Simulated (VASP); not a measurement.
The system is Cd2TeI2.

```
Cd Te I
1.0
     5.03198    0.00000    0.00000
     0.00000    5.03198    0.00000
     0.00000    0.00000    7.82482
Cd Te I
2 1 2
Direct
  0.50000 0.50000 0.00000
  0.50000 0.50000 0.50000
  0.00000 0.00000 0.00000
  0.00000 0.00000 0.35307
  0.00000 0.00000 0.64693
```

| Property | Result |
| --- | --- |
| Program | VASP 6.6.1 |
| Task | relaxation of cell and atoms |
| Functional | PBE |
| Potentials or basis | VASP PAW PBE potentials, release 64 (Cd, Te, I) |
| Cutoff | 600 eV |
| k mesh | 4 × 4 × 2 |
| Occupations | gaussian, width 0.1 eV |
| Spin | no spin polarisation |

At the start: pressure 8.6 GPa; volume 39.63 Å³/atom.

Q: How do energy, volume and symmetry change on relaxing?

A: Over 25 steps the energy falls by 833.0 meV/atom and the volume is 36.38 Å³/atom (-8.2 %); space group P4/mmm (No. 123, to 0.05 Å).

The path:
| step | energy change (eV) | largest force (eV/Å) | pressure (GPa) | volume (Å³) |
| --- | --- | --- | --- | --- |
| 1 | 0.0000 | 10.1654 | 8.56 | 198.13 |
| 2 | -3.1178 | 0.0356 | -2.36 | 257.42 |
| 3 | -3.1370 | 0.0025 | -2.31 | 255.35 |
| 4 | -3.1523 | 0.0243 | -2.26 | 253.54 |
| 5 | -3.1899 | 0.1650 | -1.59 | 239.02 |
| 6 | -3.1979 | 0.1521 | -1.89 | 244.39 |
| 7 | -3.1989 | 0.1592 | -1.83 | 243.30 |
| 8 | -3.5264 | 0.1669 | -1.83 | 226.12 |
| 9 | -4.0115 | 0.3280 | 0.91 | 177.67 |
| 10 | -4.0265 | 0.1296 | -0.41 | 188.94 |
| 11 | -4.0351 | 0.1852 | -0.02 | 184.91 |
| 12 | -4.0349 | 0.2075 | 0.10 | 183.81 |
| 13 | -4.0407 | 0.1900 | -0.04 | 184.13 |
| 14 | -4.0526 | 0.1332 | -0.40 | 185.10 |
| 15 | -4.0736 | 0.2764 | -0.78 | 187.03 |
| 16 | -4.1313 | 0.0528 | -1.16 | 190.86 |
| 17 | -4.1331 | 0.0377 | -1.13 | 190.66 |
| 18 | -4.1373 | 0.0131 | -1.02 | 190.08 |
| 19 | -4.1380 | 0.1508 | -0.76 | 188.92 |
| 20 | -4.1391 | 0.0796 | -0.89 | 189.46 |
| 21 | -4.1420 | 0.0749 | -0.84 | 188.99 |
| 22 | -4.1499 | 0.0609 | -0.69 | 187.59 |
| 23 | -4.1609 | 0.0342 | -0.36 | 184.80 |
| 24 | -4.1620 | 0.0172 | 0.40 | 179.30 |
| 25 | -4.1652 | 0.0085 | 0.02 | 181.90 |

Final structure:
```
CELL_PARAMETERS angstrom
4.20124 0.00000 0.00000
0.00000 4.20124 0.00000
0.00000 0.00000 10.30577
ATOMIC_POSITIONS crystal
Cd 0.50000 0.50000 0.00000
Cd 0.50000 0.50000 0.50000
Te 0.00000 0.00000 0.00000
I 0.00000 0.00000 0.33291
I 0.00000 0.00000 0.66709
```

Caveat: the k points lie up to 0.37 Å⁻¹ apart in the final cell.
